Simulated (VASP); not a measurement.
# Ge2Sb2Se (P-3m1) in VASP: further runs

The runs below take Ge2Sb2Se through single point, with PBE.

Everything below comes from runs of VASP 6.6.1. Logs are shortened: lines on timing, memory, paths and dates and some standing lists are left out, and cuts for length are marked.

**1. The cell of the first run**

The structure is trigonal, space group P-3m1 (No. 164). The conventional cell has a = 3.992 Å, b = 3.992 Å, c = 8.975 Å, α = 90.00°, β = 90.00°, γ = 120.00°. Ge (site symmetry 3m) has 3 Se at 2.85 Å and 4 Sb at 2.91 to 3.85 Å and 9 Ge at 3.99 to 4.07 Å within 4.1 Å. Sb (site symmetry 3m) has 4 Ge at 2.91 to 3.85 Å and 9 Sb at 3.10 to 3.99 Å and 3 Se at 4.15 Å within 4.2 Å. Se (site symmetry -3m) has 6 Ge at 2.85 Å within 3.8 Å.

The cell was built from a structure type or drawn by symmetry, and may not be a known phase.

**2. Single point, PBE**

Input file INCAR:

```
SYSTEM = Ge2Sb2Se
  PREC = Accurate
  ENCUT = 520
  EDIFF = 1E-6
  ISMEAR = 0
  SIGMA = 0.1
  LREAL = .False.
  LASPH = .True.
  NELM = 100
  ALGO = Normal
  ISIF = 2
  LWAVE = .False.
  LCHARG = .True.
  GGA = PE
  LELF = .True.
  LVHAR = .True.
  NBANDS = 30
```

Input file KPOINTS:

```
regular mesh
0
Gamma
  6 6 2
  0 0 0
```

Input file POSCAR:

```
Ge2Sb2Se
1.0
    3.9916317842      0.0000000000      0.0000000000
   -1.9958158921      3.4568545277      0.0000000000
    0.0000000000      0.0000000000      8.9750559645
Ge Sb Se
2 2 1
Direct
    0.3333333333      0.6666666667      0.3129927997
    0.6666666667      0.3333333333      0.6870072003
    0.3333333333      0.6666666667      0.8845754310
    0.6666666667      0.3333333333      0.1154245690
    0.0000000000      0.0000000000      0.5000000000
```

Potentials or basis: VASP PAW PBE potentials, release 64 (Ge_d, Sb, Se).

Run with:

```bash
> cat potpaw_PBE.64/Ge_d/POTCAR potpaw_PBE.64/Sb/POTCAR potpaw_PBE.64/Se/POTCAR > POTCAR
> mpirun -np 1 vasp_std > vasp.out
```

OUTCAR:

```text
SYSTEM = Ge2Sb2Se
   PREC = Accurate
   ENCUT = 520
   EDIFF = 1E-6
   ISMEAR = 0
   LREAL = .False.
   LASPH = .True.
   NELM = 100
   ISIF = 2
   GGA = PE

 ion  position               nearest neighbor table
   1  0.333  0.667  0.313-   5 2.85   5 2.85   5 2.85   4 2.91   4 2.91   4 2.91
   2  0.667  0.333  0.687-   5 2.85   5 2.85   5 2.85   3 2.91   3 2.91   3 2.91
   3  0.333  0.667  0.885-   2 2.91   2 2.91   2 2.91   4 3.10   4 3.10   4 3.10
   4  0.667  0.333  0.115-   1 2.91   1 2.91   1 2.91   3 3.10   3 3.10   3 3.10
   5  0.000  0.000  0.500-   1 2.85   2 2.85   2 2.85   1 2.85   2 2.85   1 2.85

  LATTYP: Found a hexagonal cell.
 ALAT       =     3.9916317842
 C/A-ratio  =     2.2484679073

  Lattice vectors:

 A1 = (   3.9916317842,   0.0000000000,   0.0000000000)
 A2 = (  -1.9958158921,   3.4568545277,   0.0000000000)
 A3 = (   0.0000000000,   0.0000000000,   8.9750559645)

Analysis of symmetry for initial positions (statically):
=====================================================================
 Subroutine PRICEL returns:
 Original cell was already a primitive cell.

 Routine SETGRP: Setting up the symmetry group for a
 hexagonal supercell.

 Subroutine GETGRP returns: Found 12 space group operations
 (whereof 12 operations were pure point group operations)
 out of a pool of 24 trial point group operations.

The static configuration has the point symmetry D_3d.

Analysis of symmetry for dynamics (positions and initial velocities):
=====================================================================
 Subroutine PRICEL returns:
 Original cell was already a primitive cell.

 Routine SETGRP: Setting up the symmetry group for a
 hexagonal supercell.

 Subroutine GETGRP returns: Found 12 space group operations
 (whereof 12 operations were pure point group operations)
 out of a pool of 24 trial point group operations.

The dynamic configuration has the point symmetry D_3d.

 Subroutine INISYM returns: Found 12 space group operations
 (whereof 12 operations are pure point group operations),
 and found     1 'primitive' translations

----------------------------------------------------------------------------------------

                                     Primitive cell

  volume of cell :     123.8422

  direct lattice vectors                    reciprocal lattice vectors
     3.991631784  0.000000000  0.000000000     0.250524110  0.144640162  0.000000000
    -1.995815892  3.456854528  0.000000000     0.000000000  0.289280325  0.000000000
     0.000000000  0.000000000  8.975055964     0.000000000  0.000000000  0.111419918

  length of vectors
     3.991631784  3.991631784  8.975055964     0.289280325  0.289280325  0.111419918

  position of ions in fractional coordinates (direct lattice)
     0.333333333  0.666666667  0.312992800
     0.666666667  0.333333333  0.687007200
     0.333333333  0.666666667  0.884575431
     0.666666667  0.333333333  0.115424569
     0.000000000  0.000000000  0.500000000

  ion indices of the primitive-cell ions
   primitive index   ion index
                 1           1
                 2           2
                 3           3
                 4           4
                 5           5

----------------------------------------------------------------------------------------

 KPOINTS: regular mesh

Automatic generation of k-mesh.
 Grid dimensions read from file:
 generate k-points for:    6    6    2

 Generating k-lattice:

  Cartesian coordinates                     Fractional coordinates (reciprocal lattice)
     0.041754018  0.024106694  0.000000000     0.166666667  0.000000000  0.000000000
     0.000000000  0.048213387  0.000000000     0.000000000  0.166666667  0.000000000
     0.000000000  0.000000000  0.055709959     0.000000000  0.000000000  0.500000000

  Length of vectors
     0.048213387  0.048213387  0.055709959

  Shift w.r.t. Gamma in fractional coordinates (k-lattice)
     0.000000000  0.000000000  0.000000000

 Subroutine IBZKPT returns following result:
 ===========================================

 Found     14 irreducible k-points:

 Following reciprocal coordinates:
            Coordinates               Weight
  0.000000  0.000000  0.000000      1.000000
  0.166667  0.000000  0.000000      6.000000
  0.333333  0.000000  0.000000      6.000000
  0.500000  0.000000  0.000000      3.000000
  0.166667  0.166667  0.000000      6.000000
  0.333333  0.166667  0.000000     12.000000
  0.333333  0.333333  0.000000      2.000000
  0.000000  0.000000  0.500000      1.000000
  0.166667  0.000000  0.500000      6.000000
  0.333333  0.000000  0.500000      6.000000
  0.500000  0.000000  0.500000      3.000000
  0.166667  0.166667  0.500000      6.000000
  0.333333  0.166667  0.500000     12.000000
  0.333333  0.333333  0.500000      2.000000
   k-points           NKPTS =     14   k-points in BZ     NKDIM =     14   number of bands    NBANDS=     30
   number of dos      NEDOS =    301   number of ions     NIONS =      5
   total plane-waves  NPLWV =  63000
   dimension x,y,z NGX =    30 NGY =   30 NGZ =   70
   dimension x,y,z NGXF=    60 NGYF=   60 NGZF=  140
   ions per type =               2   2   1
   NGX,Y,Z   is equivalent  to a cutoff of  12.49, 12.49, 12.97 a.u.
   NGXF,Y,Z  is equivalent  to a cutoff of  24.99, 24.99, 25.93 a.u.
 SYSTEM =  Ge2Sb2Se
   PREC   = accura    normal or accurate (medium, high low for compatibility)
   ISTART =      0    job   : 0-new  1-cont  2-samecut
   ICHARG =      2    charge: 1-file 2-atom 10-const
   ISPIN  =      1    spin polarized calculation?
   LNONCOLLINEAR =      F non collinear calculations
   LSORBIT =      F    spin-orbit coupling
   LASPH  =      T    aspherical Exc in radial PAW
   ENCUT  =  520.0 eV  38.22 Ry    6.18 a.u.   7.42  7.42 16.69*2*pi/ulx,y,z
   NELM   =    100;   NELMIN=  2; NELMDL= -5     # of ELM steps
   EDIFF  = 0.1E-05   stopping-criterion for ELM
   LREAL  =      F    real-space projection
   EDIFFG = 0.1E-04   stopping-criterion for IOM
   NSW    =      0    number of steps for IOM
   IBRION =     -1    ionic relax: 0-MD 1-quasi-New 2-CG
   NFREE  =      0    steps in history (QN), initial steepest desc. (CG)
   ISIF   =      2    stress and relaxation
   ISYM   =      2    0-nonsym 1-usesym 2-fastsym
   POTIM  = 0.5000    time-step for ionic-motion
   TEBEG  =    0.0;   TEEND  =   0.0 temperature during run
   PSTRESS=    0.0 pullay stress
   NELECT =      44.0000    total number of electrons
   NUPDOWN=      -1.0000    fix difference up-down
   EMIN   =  10.00;   EMAX   =-10.00  energy-range for DOS
   EFERMI =   0.00;   METHOD = LEGACY
   ISMEAR =     0;   SIGMA  =   0.10  broadening in eV -4-tet -1-fermi 0-gaus
   EFERMI_NEDOS =   21; number of points for ismear=-14 and -15
   IALGO  =     38    algorithm
   IMIX   =      4    mixing-type and parameters
     AMIX     =   0.40;   BMIX     =  1.00
     AMIX_MAG =   1.60;   BMIX_MAG =  1.00
  volume/ion in A,a.u.               =      24.77       167.15
  Fermi-wavevector in a.u.,A,eV,Ry     =   1.159497  2.191131 18.292113  1.344432
  Thomas-Fermi vector in A             =   2.296089
   LORBIT       =      0    0 simple, 1 ext, 2 COOP (PROOUT), +10 PAW based schemes
   GGA     = PE    functional components
   LHFCALC =     F    Hartree Fock is set to
   AEXX    =    0.0000 exact exchange contribution
   IVDW    =     0    specifies the selected vdW correction
   LEPSILON=     F    determine dielectric tensor
   LRPA    =     F    only Hartree local field effects (RPA)
 non-spin polarized calculation
 Gauss-broadening in eV      SIGMA  =   0.10
  energy-cutoff  :      520.00
  volume of cell :      123.84
 maximum number of plane-waves:      3357
 NGX is ok and might be reduce to    30
   NGX = 15   NGY = 15   NGZ = 33

 number of electron      44.0000028 magnetization

 Free energy of the ion-electron system (eV)
  ---------------------------------------------------
  ext. energy  EPLUGINS =         0.00000000
  ---------------------------------------------------
  free energy    TOTEN  =       -20.42414618 eV

  energy without entropy =      -20.41557128  energy(sigma->0) =      -20.41985873

 E-fermi :   6.1313     XC(G=0): -10.0438

 val. band max:        6.1288524767   @ k =   0.3333   0.0000   0.0000
 cond. band min:       6.5615646342   @ k =   0.1667   0.1667   0.5000
 fundamental gap:      0.4327121576
 Fermi energy:         6.1313424182

 k-point     1 :       0.0000    0.0000    0.0000
  band No.  band energies     occupation
      1     -18.5933      2.00000
      2     -18.5933      2.00000
      3     -18.5933      2.00000
      4     -18.5933      2.00000
      5     -18.5923      2.00000
      6     -18.5916      2.00000
[... 22 lines left out ...]
     29       9.5040      0.00000
     30      10.6765      0.00000

 k-point     2 :       0.1667    0.0000    0.0000
  band No.  band energies     occupation
      1     -18.5952      2.00000
      2     -18.5940      2.00000
      3     -18.5939      2.00000
      4     -18.5927      2.00000
      5     -18.5915      2.00000
      6     -18.5909      2.00000
[... 22 lines left out ...]
     29      10.2414      0.00000
     30      11.2009      0.00000

 k-point     3 :       0.3333    0.0000    0.0000
  band No.  band energies     occupation
      1     -18.5982      2.00000
      2     -18.5958      2.00000
      3     -18.5945      2.00000
      4     -18.5922      2.00000
      5     -18.5903      2.00000
      6     -18.5896      2.00000
[... 22 lines left out ...]
     29      10.4698      0.00000
     30      10.5794      0.00000

 k-point     4 :       0.5000    0.0000    0.0000
  band No.  band energies     occupation
      1     -18.5998      2.00000
      2     -18.5967      2.00000
      3     -18.5947      2.00000
      4     -18.5921      2.00000
      5     -18.5899      2.00000
      6     -18.5890      2.00000
[... 22 lines left out ...]
     29      10.5125      0.00000
     30      11.0669      0.00000

 k-point     5 :       0.1667    0.1667    0.0000
  band No.  band energies     occupation
      1     -18.5969      2.00000
      2     -18.5958      2.00000
      3     -18.5939      2.00000
      4     -18.5929      2.00000
      5     -18.5903      2.00000
      6     -18.5900      2.00000
[... 22 lines left out ...]
     29      10.4041      0.00000
     30      11.4303      0.00000

 k-point     6 :       0.3333    0.1667    0.0000
  band No.  band energies     occupation
      1     -18.5988      2.00000
      2     -18.5964      2.00000
      3     -18.5951      2.00000
      4     -18.5928      2.00000
      5     -18.5894      2.00000
      6     -18.5890      2.00000
[... 22 lines left out ...]
     29      11.2350      0.00000
     30      11.9438      0.00000

 k-point     7 :       0.3333    0.3333    0.0000
  band No.  band energies     occupation
      1     -18.5984      2.00000
      2     -18.5961      2.00000
      3     -18.5961      2.00000
      4     -18.5936      2.00000
      5     -18.5887      2.00000
      6     -18.5887      2.00000
[... 22 lines left out ...]
     29      11.7636      0.00000
     30      11.7696      0.00000

 k-point     8 :       0.0000    0.0000    0.5000
  band No.  band energies     occupation
      1     -18.5933      2.00000
      2     -18.5933      2.00000
      3     -18.5933      2.00000
      4     -18.5933      2.00000
      5     -18.5922      2.00000
      6     -18.5917      2.00000
[... 22 lines left out ...]
     29       9.8757      0.00000
     30      10.5642      0.00000

 k-point     9 :       0.1667    0.0000    0.5000
  band No.  band energies     occupation
      1     -18.5952      2.00000
      2     -18.5940      2.00000
      3     -18.5939      2.00000
      4     -18.5927      2.00000
      5     -18.5914      2.00000
      6     -18.5909      2.00000
[... 22 lines left out ...]
     29      10.0824      0.00000
     30      10.7522      0.00000

 k-point    10 :       0.3333    0.0000    0.5000
  band No.  band energies     occupation
      1     -18.5982      2.00000
      2     -18.5958      2.00000
      3     -18.5944      2.00000
      4     -18.5923      2.00000
      5     -18.5903      2.00000
      6     -18.5896      2.00000
[... 22 lines left out ...]
     29      10.8831      0.00000
     30      11.4462      0.00000

 k-point    11 :       0.5000    0.0000    0.5000
  band No.  band energies     occupation
      1     -18.5998      2.00000
      2     -18.5968      2.00000
      3     -18.5947      2.00000
      4     -18.5922      2.00000
      5     -18.5899      2.00000
      6     -18.5889      2.00000
[... 22 lines left out ...]
     29      11.3380      0.00000
     30      11.7828      0.00000

 k-point    12 :       0.1667    0.1667    0.5000
  band No.  band energies     occupation
      1     -18.5969      2.00000
      2     -18.5958      2.00000
      3     -18.5939      2.00000
      4     -18.5929      2.00000
      5     -18.5902      2.00000
      6     -18.5900      2.00000
[... 22 lines left out ...]
     29      10.8290      0.00000
     30      11.2696      0.00000

 k-point    13 :       0.3333    0.1667    0.5000
  band No.  band energies     occupation
      1     -18.5988      2.00000
      2     -18.5964      2.00000
      3     -18.5951      2.00000
      4     -18.5929      2.00000
      5     -18.5894      2.00000
      6     -18.5889      2.00000
[... 22 lines left out ...]
     29      11.0904      0.00000
     30      11.2767      0.00000

 k-point    14 :       0.3333    0.3333    0.5000
  band No.  band energies     occupation
      1     -18.5984      2.00000
      2     -18.5961      2.00000
      3     -18.5961      2.00000
      4     -18.5936      2.00000
      5     -18.5887      2.00000
      6     -18.5887      2.00000
[... 22 lines left out ...]
     29      12.4800      0.00000
     30      12.4800      0.00000

------------------------ aborting loop because EDIFF is reached ----------------------------------------

  FORCE on cell =-STRESS in cart. coord.  units (eV):
  Direction    XX          YY          ZZ          XY          YZ          ZX
  --------------------------------------------------------------------------------------
  -------------------------------------------------------------------------------------
  Total       -0.0097215     -0.0097215      0.0045474      0.0000000      0.0000000      0.0000000
  in kB       -0.1257693     -0.1257693      0.0588311      0.0000000      0.0000000      0.0000000
  external PRESSURE =      -0.0642358 kB  Pullay stress =       0.0000000 kB

 VOLUME and BASIS-vectors are now :
 -----------------------------------------------------------------------------
  energy-cutoff  :      520.00
  volume of cell :      123.84
      direct lattice vectors                 reciprocal lattice vectors
     3.991631784  0.000000000  0.000000000     0.250524110  0.144640162  0.000000000
    -1.995815892  3.456854528  0.000000000     0.000000000  0.289280325  0.000000000
     0.000000000  0.000000000  8.975055964     0.000000000  0.000000000  0.111419918

 POSITION                                       TOTAL-FORCE (eV/Angst)
 -----------------------------------------------------------------------------------
     -0.00000      2.30457      2.80913         0.000000     -0.000000      0.002653
      1.99582      1.15228      6.16593        -0.000000      0.000000     -0.002653
     -0.00000      2.30457      7.93911         0.000000     -0.000000      0.016821
      1.99582      1.15228      1.03594        -0.000000      0.000000     -0.016821
      0.00000      0.00000      4.48753         0.000000      0.000000      0.000000
 -----------------------------------------------------------------------------------
    total drift:                                0.000000     -0.000000      0.000000

  FREE ENERGIE OF THE ION-ELECTRON SYSTEM (eV)
  ---------------------------------------------------
  free  energy   TOTEN  =       -20.4241461832 eV

  energy  without entropy=      -20.4155712783  energy(sigma->0) =      -20.41985873
```

Run time: 25 s. Hardware: 1 thread of Intel Xeon 6975P-C (Granite Rapids), shared host; peak memory 0.26 GiB.

Results:

| Property | Result |
| --- | --- |
| Free energy | -20.4241 eV |
| Pressure | 0.0 GPa |
| Largest force | 0.017 eV/Å |
| Band gap on the k mesh | zero (bands 22 and 23 overlap by 1.77 eV) |

Forces on the atoms (eV/Å):
```
Ge   0.000  0.000  0.003
Ge   0.000  0.000 -0.003
Sb   0.000  0.000  0.017
Sb   0.000  0.000 -0.017
Se   0.000  0.000  0.000
```

Levels at points of the mesh, in eV from the Fermi level:
| k point | band 19 | band 20 | band 21 | band 22 | band 23 | band 24 | band 25 | band 26 |
| --- | --- | --- | --- | --- | --- | --- | --- | --- |
| (0.00, 0.00, 0.00) | -0.76 | -0.38 | -0.38 | 1.14 | 1.14 | 2.03 | 2.03 | 2.16 |
| (0.50, 0.00, 0.00) | -2.78 | -2.02 | -1.46 | -1.33 | -0.63 | 1.30 | 1.44 | 3.15 |
| (0.00, 0.00, 0.50) | -0.21 | -0.21 | 0.55 | 0.63 | 0.63 | 0.68 | 2.53 | 2.53 |
| (0.50, 0.00, 0.50) | -3.19 | -2.09 | -1.12 | -0.51 | 0.58 | 0.68 | 1.97 | 2.41 |

Caveat: spin-orbit coupling is left out, which moves the levels of the heavy elements.

**3. Single point, PBE**

This run uses another cell than the first one, of 27.51 Å³/atom.

Input file INCAR:

```
PREC     = Accurate       # precision mode
ENCUT    = 520            # plane-wave cutoff, eV
EDIFF    = 1E-6           # SCF threshold, eV
ISMEAR   = 0              # smearing method
SIGMA    = 0.1            # smearing width, eV
LREAL    = F              # projectors in reciprocal space
LASPH    = T              # aspherical terms in the spheres
NELM     = 100            # most SCF steps
ALGO     = Normal         # electronic algorithm
ISIF     = 2              # what is computed and relaxed
LWAVE    = F              # write WAVECAR
LCHARG   = F              # write CHGCAR
GGA      = PE             # functional
NBANDS   = 30             # bands
```

Input file KPOINTS:

```
regular mesh
0
Gamma
  6 6 2
```

Input file POSCAR:

```
Ge2Sb2Se
1.0
    4.0215525200      0.0000000000      0.0000000000
   -2.0107762600      3.4827666500      0.0000000000
    0.0000000000      0.0000000000      9.8194182100
Ge Sb Se
2 2 1
Direct
    0.3333333300      0.6666666700      0.3453400100
    0.6666666700      0.3333333300      0.6546599900
    0.3333333300      0.6666666700      0.8444100000
    0.6666666700      0.3333333300      0.1555900000
    0.0000000000      0.0000000000      0.5000000000
```

Potentials or basis: VASP PAW PBE potentials, release 64 (Ge_d, Sb, Se).

Run with:

```bash
> cat potpaw_PBE.64/Ge_d/POTCAR potpaw_PBE.64/Sb/POTCAR potpaw_PBE.64/Se/POTCAR > POTCAR
> mpirun -np 1 vasp_std > vasp.out
```

Wall time 27 s (1 thread of Intel Xeon 6975P-C (Granite Rapids), shared host); peak memory 0.27 GiB.

The run converged. Its results:

```yaml
Free_energy: -19.5984 eV
Pressure: -3.5 GPa
Largest_force: 1.031 eV/Å
Band_gap_on_the_k_mesh: zero (bands 22 and 23 overlap by 1.73 eV)
```

Forces on the atoms (eV/Å):
```
Ge   0.000  0.000 -1.031
Ge   0.000  0.000  1.031
Sb   0.000  0.000 -0.058
Sb   0.000  0.000  0.058
Se   0.000  0.000  0.000
```

Stress tensor (GPa, compression positive):
```
-4.67  0.00  0.00
 0.00 -4.67  0.00
 0.00  0.00 -1.24
```

Levels at points of the mesh, in eV from the Fermi level:
```csv
k point,band 19,band 20,band 21,band 22,band 23,band 24,band 25,band 26
"(0.00, 0.00, 0.00)",-0.78,0.34,0.34,1.16,1.16,1.49,2.04,2.24
"(0.50, 0.00, 0.00)",-2.71,-1.53,-1.46,-0.66,-0.16,0.49,1.73,3.39
"(0.00, 0.00, 0.50)",0.17,0.29,0.47,0.47,0.87,0.87,2.50,2.50
"(0.50, 0.00, 0.50)",-3.15,-1.28,-0.97,-0.70,0.26,0.41,2.41,2.55
```

Caveat: the cell stands under tension; spin-orbit coupling is left out, which moves the levels of the heavy elements; this functional lacks dispersion, which binds the layers, so the pressure and a relaxed spacing across them are unreliable; forces of over 1 eV/Å act on the atoms, so gaps and moduli don't describe the material at rest.
